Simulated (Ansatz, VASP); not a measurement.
## IrO in VASP and in Ansatz

```xyz
2
Lattice="2.7726 0.0000 0.0000 0.0000 2.7726 0.0000 0.0000 0.0000 2.7726" Properties=species:S:1:pos:R:3 pbc="T T T"
Ir    0.0000    0.0000    0.0000
O     1.3863    1.3863    1.3863
```

Alike in both runs: functional PBEsol; k mesh 16 × 16 × 16; occupations gaussian, width 0.1 eV; no spin polarisation.

Ansatz relaxed the structure, and its values are those at the end. VASP's run is a single point on that final structure, the one shown.

|  | VASP | Ansatz |
| --- | --- | --- |
| version | VASP 6.6.1 | Ansatz 0.2.0 |
| potentials or method | VASP PAW PBE potentials, release 64 (Ir, O), cutoff 520 eV | scalar-relativistic, plane waves, PAW |
| valence electrons in the cell | 15 | 23 |

VASP gave:

```
gap on the k mesh at the Fermi level (eV) : none
pressure (GPa)                            : 0.5
```

Problem. What did Ansatz give for the same quantities?

Solution. gap on the k mesh at the Fermi level (eV): none; pressure (GPa): 0.0.

VASP's potentials were made for PBE, not for PBEsol. A gap of «none» marks a metal or a gap that the smearing closes. VASP's potentials hold 15 valence electrons a cell and Ansatz's 23, so a difference there can come from the potentials and not from the codes.

Neither program's run includes spin-orbit coupling.
